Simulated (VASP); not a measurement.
# Cu (Fd-3m) in VASP: further runs

Runs on Cu. Level: PBE. Tasks: single point.

All numbers are computed with VASP 6.6.1; they aren't measurements. Logs are shortened: lines on timing, memory, paths and dates and some standing lists are left out, and cuts for length are marked.

### 1 The cell of the first run

It takes space group Fd-3m (No. 227, cubic). Conventional cell: a = 3.821 Å, b = 3.821 Å, c = 3.821 Å, α = 90.00°, β = 90.00°, γ = 90.00°. Within 2.2 Å of Cu (site symmetry -43m) lie 4 Cu at 1.65 Å.

### 2 Single point, PBE

The input, INCAR:

```
SYSTEM = Cu
PREC = Accurate ; ENCUT = 520
EDIFF = 1E-6 ; ISMEAR = -1
SIGMA = 0.08 ; LREAL = .FALSE.
LASPH = .TRUE. ; NELM = 60
ALGO = Normal ; ISIF = 2
LWAVE = .FALSE. ; LCHARG = .FALSE.
GGA = PE ; NBANDS = 18
```

The input, KPOINTS:

```
Automatic mesh
0
G
  17 17 17
  0 0 0
```

The input, POSCAR:

```
Cu
1.0
    0.0000000000      1.9103263847      1.9103263847
    1.9103263847      0.0000000000      1.9103263847
    1.9103263847      1.9103263847      0.0000000000
Cu
2
Direct
   -0.1250000000     -0.1250000000     -0.1250000000
    0.1250000000      0.1250000000      0.1250000000
```

Potentials or basis: VASP PAW PBE potentials, release 64 (Cu).

On the command line:

```console
$ cat potpaw_PBE.64/Cu/POTCAR > POTCAR
$ mpirun -np 1 vasp_std > vasp.out
```

OUTCAR:

```text
SYSTEM = Cu
   PREC = Accurate
   ENCUT = 520
   EDIFF = 1E-6
   ISMEAR = -1
   LREAL = .FALSE.
   LASPH = .TRUE.
   NELM = 60
   ISIF = 2
   GGA = PE

 ion  position               nearest neighbor table
   1  0.875  0.875  0.875-   2 1.65   2 1.65   2 1.65   2 1.65
   2  0.125  0.125  0.125-   1 1.65   1 1.65   1 1.65   1 1.65

  LATTYP: Found a face centered cubic cell.
 ALAT       =     3.8206527694

  Lattice vectors:

 A1 = (   0.0000000000,   1.9103263847,   1.9103263847)
 A2 = (   1.9103263847,   0.0000000000,   1.9103263847)
 A3 = (   1.9103263847,   1.9103263847,   0.0000000000)

Analysis of symmetry for initial positions (statically):
=====================================================================
 Subroutine PRICEL returns:
 Original cell was already a primitive cell.

 Routine SETGRP: Setting up the symmetry group for a
 face centered cubic supercell.

 Subroutine GETGRP returns: Found 48 space group operations
 (whereof 12 operations were pure point group operations)
 out of a pool of 48 trial point group operations.

The static configuration has the point symmetry D_3d.
 The point group associated with its full space group is O_h .

Analysis of symmetry for dynamics (positions and initial velocities):
=====================================================================
 Subroutine PRICEL returns:
 Original cell was already a primitive cell.

 Routine SETGRP: Setting up the symmetry group for a
 face centered cubic supercell.

 Subroutine GETGRP returns: Found 48 space group operations
 (whereof 12 operations were pure point group operations)
 out of a pool of 48 trial point group operations.

The dynamic configuration has the point symmetry D_3d.
 The point group associated with its full space group is O_h .

 Subroutine INISYM returns: Found 48 space group operations
 (whereof 12 operations are pure point group operations),
 and found     1 'primitive' translations

----------------------------------------------------------------------------------------

                                     Primitive cell

  volume of cell :      13.9429

  direct lattice vectors                    reciprocal lattice vectors
     0.000000000  1.910326385  1.910326385    -0.261735379  0.261735379  0.261735379
     1.910326385  0.000000000  1.910326385     0.261735379 -0.261735379  0.261735379
     1.910326385  1.910326385  0.000000000     0.261735379  0.261735379 -0.261735379

  length of vectors
     2.701609482  2.701609482  2.701609482     0.453338974  0.453338974  0.453338974

  position of ions in fractional coordinates (direct lattice)
     0.875000000  0.875000000  0.875000000
     0.125000000  0.125000000  0.125000000

  ion indices of the primitive-cell ions
   primitive index   ion index
                 1           1
                 2           2

----------------------------------------------------------------------------------------

 KPOINTS: Automatic mesh

Automatic generation of k-mesh.
 Grid dimensions read from file:
 generate k-points for:   17   17   17

 Generating k-lattice:

  Cartesian coordinates                     Fractional coordinates (reciprocal lattice)
    -0.015396199  0.015396199  0.015396199     0.058823529  0.000000000  0.000000000
     0.015396199 -0.015396199  0.015396199     0.000000000  0.058823529  0.000000000
     0.015396199  0.015396199 -0.015396199     0.000000000  0.000000000  0.058823529

  Length of vectors
     0.026666998  0.026666998  0.026666998

  Shift w.r.t. Gamma in fractional coordinates (k-lattice)
     0.000000000  0.000000000  0.000000000

 Subroutine IBZKPT returns following result:
 ===========================================

 Found    165 irreducible k-points:

 Following reciprocal coordinates:
            Coordinates               Weight
  0.000000  0.000000  0.000000      1.000000
  0.058824  0.000000  0.000000      8.000000
  0.117647  0.000000  0.000000      8.000000
  0.176471  0.000000  0.000000      8.000000
  0.235294  0.000000  0.000000      8.000000
  0.294118  0.000000  0.000000      8.000000
[... 16 lines left out ...]
 -0.176471  0.058824  0.000000     24.000000
 -0.117647  0.058824  0.000000     24.000000
 [... further k-points ...]
   k-points           NKPTS =    165   k-points in BZ     NKDIM =    165   number of bands    NBANDS=     18
   number of dos      NEDOS =    301   number of ions     NIONS =      2
   total plane-waves  NPLWV =   8000
   dimension x,y,z NGX =    20 NGY =   20 NGZ =   20
   dimension x,y,z NGXF=    40 NGYF=   40 NGZF=   40
   ions per type =               2
   NGX,Y,Z   is equivalent  to a cutoff of  12.31, 12.31, 12.31 a.u.
   NGXF,Y,Z  is equivalent  to a cutoff of  24.61, 24.61, 24.61 a.u.
 SYSTEM =  Cu
   PREC   = accura    normal or accurate (medium, high low for compatibility)
   ISTART =      0    job   : 0-new  1-cont  2-samecut
   ICHARG =      2    charge: 1-file 2-atom 10-const
   ISPIN  =      1    spin polarized calculation?
   LNONCOLLINEAR =      F non collinear calculations
   LSORBIT =      F    spin-orbit coupling
   LASPH  =      T    aspherical Exc in radial PAW
   ENCUT  =  520.0 eV  38.22 Ry    6.18 a.u.   5.02  5.02  5.02*2*pi/ulx,y,z
   NELM   =     60;   NELMIN=  2; NELMDL= -5     # of ELM steps
   EDIFF  = 0.1E-05   stopping-criterion for ELM
   LREAL  =      F    real-space projection
   EDIFFG = 0.1E-04   stopping-criterion for IOM
   NSW    =      0    number of steps for IOM
   IBRION =     -1    ionic relax: 0-MD 1-quasi-New 2-CG
   NFREE  =      0    steps in history (QN), initial steepest desc. (CG)
   ISIF   =      2    stress and relaxation
   ISYM   =      2    0-nonsym 1-usesym 2-fastsym
   POTIM  = 0.5000    time-step for ionic-motion
   TEBEG  =    0.0;   TEEND  =   0.0 temperature during run
   PSTRESS=    0.0 pullay stress
   NELECT =      22.0000    total number of electrons
   NUPDOWN=      -1.0000    fix difference up-down
   EMIN   =  10.00;   EMAX   =-10.00  energy-range for DOS
   EFERMI =   0.00;   METHOD = LEGACY
   ISMEAR =    -1;   SIGMA  =   0.08  broadening in eV -4-tet -1-fermi 0-gaus
   EFERMI_NEDOS =   21; number of points for ismear=-14 and -15
   IALGO  =     38    algorithm
   IMIX   =      4    mixing-type and parameters
     AMIX     =   0.40;   BMIX     =  1.00
     AMIX_MAG =   1.60;   BMIX_MAG =  1.00
  volume/ion in A,a.u.               =       6.97        47.05
  Fermi-wavevector in a.u.,A,eV,Ry     =   1.905891  3.601613 49.422102  3.632422
  Thomas-Fermi vector in A             =   2.943764
   LORBIT       =      0    0 simple, 1 ext, 2 COOP (PROOUT), +10 PAW based schemes
   GGA     = PE    functional components
[... 5 lines left out ...]
 non-spin polarized calculation
  energy-cutoff  :      520.00
  volume of cell :       13.94
 maximum number of plane-waves:       385
   NGX =  9   NGY =  9   NGZ =  9

 number of electron      22.0000005 magnetization

 Free energy of the ion-electron system (eV)
  ---------------------------------------------------
  ext. energy  EPLUGINS =         0.00000000
  ---------------------------------------------------
  free energy    TOTEN  =        12.91589170 eV

  energy without entropy =       12.92422895  energy(sigma->0) =       12.92006032

 E-fermi :  18.1022     XC(G=0): -15.8054

 val. band max:       18.0730723955   @ k =  -0.4118   0.2353   0.0588
 cond. band min:      18.1133446877   @ k =  -0.4118   0.1765   0.0588
 fundamental gap:      0.0402722922
 Fermi energy:        18.1022399992

 k-point     1 :       0.0000    0.0000    0.0000
  band No.  band energies     occupation
      1       3.1074      2.00000
      2       7.6853      2.00000
      3       7.6853      2.00000
      4       8.6729      2.00000
      5       8.6729      2.00000
      6       8.6729      2.00000
[... 10 lines left out ...]
     17      37.1832      0.00000
     18      37.1832      0.00000

 k-point     2 :       0.0588    0.0000    0.0000
  band No.  band energies     occupation
      1       3.2259      2.00000
      2       7.6217      2.00000
      3       7.6217      2.00000
      4       8.6780      2.00000
      5       8.7721      2.00000
      6       8.7721      2.00000
[... 10 lines left out ...]
     17      37.8127      0.00000
     18      39.1859      0.00000

 k-point     3 :       0.1176    0.0000    0.0000
  band No.  band energies     occupation
      1       3.5739      2.00000
      2       7.5003      2.00000
      3       7.5003      2.00000
      4       8.7024      2.00000
      5       8.9856      2.00000
      6       8.9856      2.00000
[... 10 lines left out ...]
     17      38.7332      0.00000
     18      41.2477      0.00000

 k-point     4 :       0.1765    0.0000    0.0000
  band No.  band energies     occupation
      1       4.1258      2.00000
      2       7.4053      2.00000
      3       7.4053      2.00000
      4       8.7715      2.00000
      5       9.1836      2.00000
      6       9.1836      2.00000
[... 10 lines left out ...]
     17      39.1572      0.00000
     18      42.0867      0.00000

 k-point     5 :       0.2353    0.0000    0.0000
  band No.  band energies     occupation
      1       4.8324      2.00000
      2       7.3738      2.00000
      3       7.3738      2.00000
      4       8.9184      2.00000
      5       9.2702      2.00000
      6       9.2702      2.00000
[... 10 lines left out ...]
     17      38.5651      0.00000
     18      42.8708      0.00000

 k-point     6 :       0.2941    0.0000    0.0000
  band No.  band energies     occupation
      1       5.6124      2.00000
      2       7.4176      2.00000
      3       7.4176      2.00000
      4       9.1427      2.00000
      5       9.2045      2.00000
      6       9.2045      2.00000
[... 307 lines left out ...]
 k-point    21 :      -0.2941    0.0588    0.0000
  band No.  band energies     occupation
      1       5.9139      2.00000
      2       7.2243      2.00000
      3       7.6610      2.00000
      4       8.9223      2.00000
      5       9.2450      2.00000
      6       9.4330      2.00000
[... 10 lines left out ...]
     17      38.8059      0.00000
     18      43.6052      0.00000

 k-point    22 :      -0.2353    0.0588    0.0000
  band No.  band energies     occupation
      1       5.1655      2.00000
      2       7.1566      2.00000
      3       7.5990      2.00000
      4       8.9216      2.00000
      5       9.1314      2.00000
      6       9.5286      2.00000
[... 10 lines left out ...]
     17      39.3948      0.00000
     18      41.9292      0.00000

 k-point    23 :      -0.1765    0.0588    0.0000
  band No.  band energies     occupation
      1       4.4398      2.00000
      2       7.1736      2.00000
      3       7.5914      2.00000
      4       8.7935      2.00000
      5       9.0822      2.00000
      6       9.4586      2.00000
[... 10 lines left out ...]
     17      39.5867      0.00000
     18      40.5526      0.00000

 k-point    24 :      -0.1176    0.0588    0.0000
  band No.  band energies     occupation
      1       3.8371      2.00000
      2       7.2718      2.00000
      3       7.6274      2.00000
      4       8.7234      2.00000
      5       8.9478      2.00000
      6       9.2533      2.00000
[... 10 lines left out ...]
     17      39.1453      0.00000
     18      40.5729      0.00000

 [... further k-points ...]
[... 5 lines left out ...]
  --------------------------------------------------------------------------------------
  -------------------------------------------------------------------------------------
  Total       51.1679574     51.1679574     51.1679574     -0.0000000     -0.0000000     -0.0000000
  in kB     5879.7105268   5879.7105268   5879.7105268     -0.0000000     -0.0000000     -0.0000000
  external PRESSURE =    5879.7105268 kB  Pullay stress =       0.0000000 kB

 VOLUME and BASIS-vectors are now :
 -----------------------------------------------------------------------------
  energy-cutoff  :      520.00
  volume of cell :       13.94
      direct lattice vectors                 reciprocal lattice vectors
     0.000000000  1.910326385  1.910326385    -0.261735379  0.261735379  0.261735379
     1.910326385  0.000000000  1.910326385     0.261735379 -0.261735379  0.261735379
     1.910326385  1.910326385  0.000000000     0.261735379  0.261735379 -0.261735379

 POSITION                                       TOTAL-FORCE (eV/Angst)
 -----------------------------------------------------------------------------------
      3.34307      3.34307      3.34307        -0.000000      0.000000      0.000000
      0.47758      0.47758      0.47758         0.000000     -0.000000     -0.000000
 -----------------------------------------------------------------------------------
    total drift:                                0.000000     -0.000000     -0.000000

  FREE ENERGIE OF THE ION-ELECTRON SYSTEM (eV)
  ---------------------------------------------------
  free  energy   TOTEN  =        12.9158917002 eV

  energy  without entropy=       12.9242289455  energy(sigma->0) =       12.92006032
```

Run time: 16 s. Hardware: 1 thread of Intel Xeon 6975P-C (Granite Rapids), shared host; peak memory 0.14 GiB.

What came out:

* Free energy: 12.9159 eV
* Pressure: 588.0 GPa
* Band gap on the k mesh: zero (band 11 reaches 18.72 eV, above the bottom of band 12 at 18.07 eV)

Levels at points of the mesh, in eV from the Fermi level:
```tsv
k point	band 7	band 8	band 9	band 10	band 11	band 12	band 13	band 14	band 15	band 16
(0.00, 0.00, 0.00)	-5.98	-5.98	-5.98	-2.75	-2.75	18.03	18.03	18.03	18.80	19.08
```

### 3 Single point, PBE

This run uses another cell than the first one, of 7.08 Å³/atom, 1.016 times its volume.

The input, INCAR:

```
  PREC = Accurate
  ENCUT = 520
  EDIFF = 1E-7
  ISMEAR = -1
  SIGMA = 0.08
  LREAL = F
  LASPH = T
  NELM = 60
  ALGO = Normal
  ISIF = 2
  LWAVE = F
  LCHARG = F
  GGA = PE
  NBANDS = 18
```

The input, KPOINTS:

```
regular mesh
0
Gamma
  17 17 17
```

The input, POSCAR:

```
Cu
1.0
    0.0000000000      1.9202713155      1.9202713155
    1.9202713155      0.0000000000      1.9202713155
    1.9202713155      1.9202713155      0.0000000000
Cu
2
Direct
   -0.1250000000     -0.1250000000     -0.1250000000
    0.1250000000      0.1250000000      0.1250000000
```

Potentials or basis: VASP PAW PBE potentials, release 64 (Cu).

On the command line:

```console
$ cat potpaw_PBE.64/Cu/POTCAR > POTCAR
$ mpirun -np 1 vasp_std > vasp.out
```

Run time: 17 s. Hardware: 1 thread of Intel Xeon 6975P-C (Granite Rapids), shared host; peak memory 0.14 GiB.

The run converged. Its results:

```
Free energy            : 12.1296 eV
Pressure               : 563.2 GPa
Band gap on the k mesh : zero (band 11 reaches 18.36 eV, above the bottom of band 12 at 17.67 eV)
```

Levels at points of the mesh, in eV from the Fermi level:
| k point | band 7 | band 8 | band 9 | band 10 | band 11 | band 12 | band 13 | band 14 | band 15 | band 16 |
| --- | --- | --- | --- | --- | --- | --- | --- | --- | --- | --- |
| (0.00, 0.00, 0.00) | -5.85 | -5.85 | -5.85 | -2.71 | -2.71 | 17.95 | 17.95 | 17.95 | 18.79 | 18.91 |
